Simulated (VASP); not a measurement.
Wanted: the native input for a VASP 6.6.1 run.

```yaml
Task: relaxation of cell and atoms
Functional: PBE
Dispersion: D3(BJ)
Potentials_or_basis: VASP PAW PBE potentials, release 64 (Bi_d, H)
Cutoff: 600 eV
k_mesh: 6 × 6 × 4
Occupations: gaussian, width 0.1 eV
Spin: no spin polarisation
Dipole_correction: no
Further_INCAR_settings: ALGO = Normal; EDIFF = 1e-06; IBRION = 2; EDIFFG = -0.04; NSW = 90; ISIF = 3
```

The structure of BiH2 lies in POSCAR:

```
BiH2
1.0
    3.4545000000      0.0000000000      0.0000000000
   -1.7272500000      2.9916847600      0.0000000000
    0.0000000000      0.0000000000      5.0818671600
Bi H
1 2
Direct
    0.0000000000      0.0000000000      0.0000000000
    0.3333333300      0.6666666700      0.7200045700
    0.6666666700      0.3333333300      0.2799954300
```

One way to write it, as run:

INCAR

```
SYSTEM = BiH2
PREC = Accurate
ENCUT = 600
EDIFF = 1E-6
ISMEAR = 0
SIGMA = 0.1
LREAL = .False.
LASPH = .True.
NELM = 60
ALGO = Normal
ISIF = 3
LWAVE = .False.
LCHARG = .False.
GGA = PE
IVDW = 12
IBRION = 2
NSW = 90
EDIFFG = -0.04
```

KPOINTS

```
Automatic mesh
0
Gamma
  6 6 4
  0 0 0
```

Potentials or basis: VASP PAW PBE potentials, release 64 (Bi_d, H).

Run with:

```bash
$ cat potpaw_PBE.64/Bi_d/POTCAR potpaw_PBE.64/H/POTCAR > POTCAR
$ mpirun -np 1 vasp_std > vasp.out
```

It gave:

- Relaxed volume: 14.01 Å³/atom
- Relaxed cell: a = 3.705 Å, b = 3.705 Å, c = 3.536 Å, α = 90.00°, β = 90.00°, γ = 120.00°
- Space group after relaxing (to 0.1 Å): P-3m1 (No. 164)
- Energy gained by relaxing: 316.9 meV/atom
- Ionic steps: 14
- Pressure after relaxing: -0.1 GPa
- Largest force after relaxing: 0.006 eV/Å
- Band gap on the k mesh: zero (an odd number of electrons rules out a gap without spin polarisation)
- Dispersion energy per atom: -0.200 eV

Caveat: the volume moved by over 15 % at a fixed basis, so the end points are rough; spin-orbit coupling is left out, which moves the levels of the heavy elements.

It took 5.2 min on 1 thread of AMD EPYC 7R13, with other jobs on the host, peak memory 0.18 GiB.
